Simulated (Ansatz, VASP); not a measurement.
HfO2: VASP beside Ansatz

Contents of INCAR:

```
ALGO = Normal ; EDIFF = 1E-6
ENCUT = 520 ; GGA = PE
ISIF = 2 ; ISMEAR = 0
LASPH = True ; LCHARG = True
LELF = True ; LREAL = False
LVHAR = True ; LWAVE = False
NBANDS = 31 ; NELM = 60
PREC = Accurate ; SIGMA = 0.05
```

Contents of KPOINTS:

```
k-points
0
Gamma
  6 6 8
```

The input POSCAR:

```
HfO2
1.0
    4.9627313517      0.0000000000      0.0000000000
    0.0000000000      4.9627313517      0.0000000000
    0.0000000000      0.0000000000      3.2919623722
Hf O
2 4
Direct
    0.0000000000      0.0000000000     -0.0626951577
    0.5000000000      0.5000000000      0.5626951577
    0.1948161092      0.8051838908      0.4798800679
    0.3051838908      0.3051838908      0.0201199321
    0.6948161092      0.6948161092      0.0201199321
    0.8051838908      0.1948161092      0.4798800679
```

Input for Ansatz:

```yaml
crystal:
  lattice:
    - [4.9627313517, 0.0, 0.0]
    - [0.0, 4.9627313517, 0.0]
    - [0.0, 0.0, 3.2919623722]
  atoms:
    - { symbol: Hf, position: [0.0, 0.0, -0.0626951577] }
    - { symbol: Hf, position: [0.5, 0.5, 0.5626951577] }
    - { symbol: O, position: [0.1948161092, 0.8051838908, 0.4798800679] }
    - { symbol: O, position: [0.3051838908, 0.3051838908, 0.0201199321] }
    - { symbol: O, position: [0.6948161092, 0.6948161092, 0.0201199321] }
    - { symbol: O, position: [0.8051838908, 0.1948161092, 0.4798800679] }
basis:
  ecutwfc: 520.0
kpoints:
  mp_grid: { grid: [6, 6, 8] }
hamiltonian:
  xc: pbe
  pseudopotentials: { kind: paw, azcp: { folder: soft_1 } }
scf:
  occupations: { method: gaussian, width: 0.05 }
output:
  forces: true
  stress: true
  eigenvalues: true
  write_density: true
  write_potential: true
  elf: true
  volumetric_format: npy
```

Change from the starting cell: mode 4 frozen in at -0.203 Å, equal normal strain along x, y and z +0.0167.

Alike in both runs: task single point; functional PBE; k mesh 6 × 6 × 8; occupations gaussian, width 0.05 eV; no spin polarisation.

```csv
,VASP,Ansatz
version,VASP 6.6.1,Ansatz 0.2.0
potentials or method,"VASP PAW PBE potentials, release 64 (Hf_pv, O), cutoff 520 eV","scalar-relativistic, plane waves, PAW"
valence electrons in the cell,44,76
```

```tsv
	VASP	Ansatz	Ansatz less VASP
gap on the k mesh at the Fermi level (eV)	3.89	3.95	+0.057
least direct gap on the mesh (eV)	3.89	3.95	+0.057
pressure (GPa)	-10.6	-8.2	+2.42
traceless stress, the component that is largest in VASP (GPa)	-1.25	-0.80	+0.459
rms of the force components (eV/Å)	0.340	0.342	+0.0023
```

Atom by atom the forces differ by 0.035 eV/Å (rms over components). With one functional, cell and mesh, what is left measures potentials, basis and numerics. VASP's potentials hold 44 valence electrons a cell and Ansatz's 76, so a difference there can come from the potentials and not from the codes.

Neither program's run includes spin-orbit coupling.
